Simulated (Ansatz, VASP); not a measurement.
# BePdS3: VASP beside Ansatz

```
Pd S Be
1.0
     3.25290    0.00000    0.00000
     1.62645   -6.77505    0.00000
     0.00000    0.00000   -7.46717
Pd S Be
2 6 2
Direct
  0.99800 0.00400 0.75000
  0.00200 0.99600 0.25000
  0.89300 0.21400 0.01500
  0.10700 0.78600 0.51500
  0.67500 0.65000 0.83600
  0.32500 0.35000 0.33600
  0.66800 0.66400 0.18600
  0.33200 0.33600 0.68600
  0.26210 0.47580 0.01200
  0.73790 0.52420 0.51200
```

Alike in both runs: task single point; functional PBE; k mesh 6 × 6 × 3; occupations fermi-dirac, width 0.0935 eV; no spin polarisation.

```csv
,VASP,Ansatz
version,VASP 6.6.1,Ansatz 0.2.0
potentials or method,"VASP PAW PBE potentials, release 64 (Pd, S, Be), cutoff 520 eV",PAW plane waves
valence electrons in the cell,60,76
```

```tsv
	VASP	Ansatz	Ansatz less VASP
gap on the k mesh at the Fermi level (eV)	none	none	-
pressure (GPa)	-5.3	-5.2	+0.12
rms of the force components (eV/Å)	0.620	0.616	-0.0034
```

A gap of «none» marks a metal or a gap that the smearing closes. VASP's potentials hold 60 valence electrons a cell and Ansatz's 76, so a difference there can come from the potentials and not from the codes.
